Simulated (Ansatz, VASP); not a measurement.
## Two plane-wave programs on Si4Ge2Ir

Contents of INCAR:

```
SYSTEM = Si4Ge2Ir
ALGO     = Normal         ! electronic algorithm
EDIFF    = 1E-6           ! SCF threshold, eV
EDIFFG   = -0.01          ! ionic threshold
ENCUT    = 600            ! plane-wave cutoff, eV
GGA      = PE             ! functional
IBRION   = 2              ! ionic algorithm
ISIF     = 3              ! what is computed and relaxed
ISMEAR   = 0              ! smearing method
LASPH    = .TRUE.         ! aspherical terms in the spheres
LCHARG   = .FALSE.        ! write CHGCAR
LREAL    = .FALSE.        ! projectors in reciprocal space
LWAVE    = .FALSE.        ! write WAVECAR
NELM     = 60             ! most SCF steps
NSW      = 100            ! ionic steps
PREC     = Accurate       ! precision mode
SIGMA    = 0.1            ! smearing width, eV
```

File KPOINTS:

```
k-points
0
G
  12 12 4
  0 0 0
```

POSCAR

```
Si4Ge2Ir
1.0
    4.0134130513      0.0000000000      0.0000000000
   -2.0067065256      3.4757176583      0.0000000000
    0.0000000000      0.0000000000     10.2262762159
Si Ge Ir
4 2 1
Direct
    0.3333333333      0.6666666667      0.0674747095
    0.3333333333      0.6666666667      0.3010957621
    0.6666666667      0.3333333333      0.9325252905
    0.6666666667      0.3333333333      0.6989042379
    0.0000000000      0.0000000000      0.3770311707
    0.0000000000      0.0000000000      0.6229688293
    0.0000000000      0.0000000000      0.0000000000
```

Input for Ansatz:

```yaml
crystal:
  lattice:
    - [4.0134130513, 0.0, 0.0]
    - [-2.0067065256, 3.4757176583, 0.0]
    - [0.0, 0.0, 10.2262762159]
  atoms:
    - { symbol: Si, position: [0.3333333333, 0.6666666667, 0.0674747095] }
    - { symbol: Si, position: [0.3333333333, 0.6666666667, 0.3010957621] }
    - { symbol: Si, position: [0.6666666667, 0.3333333333, 0.9325252905] }
    - { symbol: Si, position: [0.6666666667, 0.3333333333, 0.6989042379] }
    - { symbol: Ge, position: [0.0, 0.0, 0.3770311707] }
    - { symbol: Ge, position: [0.0, 0.0, 0.6229688293] }
    - { symbol: Ir, position: [0.0, 0.0, 0.0] }
basis:
  ecutwfc: 420
kpoints:
  mp_grid: { grid: [12, 12, 4] }
hamiltonian:
  xc: pbe
scf:
  occupations: { method: gaussian, width: 0.1 }
output:
  forces: true
  stress: true
  eigenvalues: true
  write_density: true
  write_potential: true
  elf: true
  volumetric_format: npy
relax:
  adjacent_minimum: "off"
  f_tol: 0.01
  max_steps: 80
  cell: { stress_tol: 0.05 }
```

Alike in both runs: task relaxation of cell and atoms; functional PBE; k mesh 12 × 12 × 4; occupations gaussian, width 0.1 eV; no spin polarisation.

```csv
,VASP,Ansatz
version,VASP 6.6.1,Ansatz 0.2.0
potentials or method,"VASP PAW PBE potentials, release 64 (Si, Ge_d, Ir), cutoff 600 eV","scalar-relativistic, plane waves, PAW"
valence electrons in the cell,53,61
```

Ansatz gave:

| Quantity | Value |
| --- | --- |
| gap on the k mesh at the Fermi level, each at its own relaxed structure (eV) | none |
| relaxed volume (Å³/atom) | 20.36 |
| relaxed length of the cell vector where the two differ most in proportion (Å) | 4.011 |

Question: Which values does VASP return?

Answer: gap on the k mesh at the Fermi level, each at its own relaxed structure (eV): none; relaxed volume (Å³/atom): 20.37; relaxed length of the cell vector where the two differ most in proportion (Å): 4.011.

A gap of «none» marks a metal or a gap that the smearing closes. VASP's potentials hold 53 valence electrons a cell and Ansatz's 61, so a difference there can come from the potentials and not from the codes.

Neither program's run includes spin-orbit coupling.
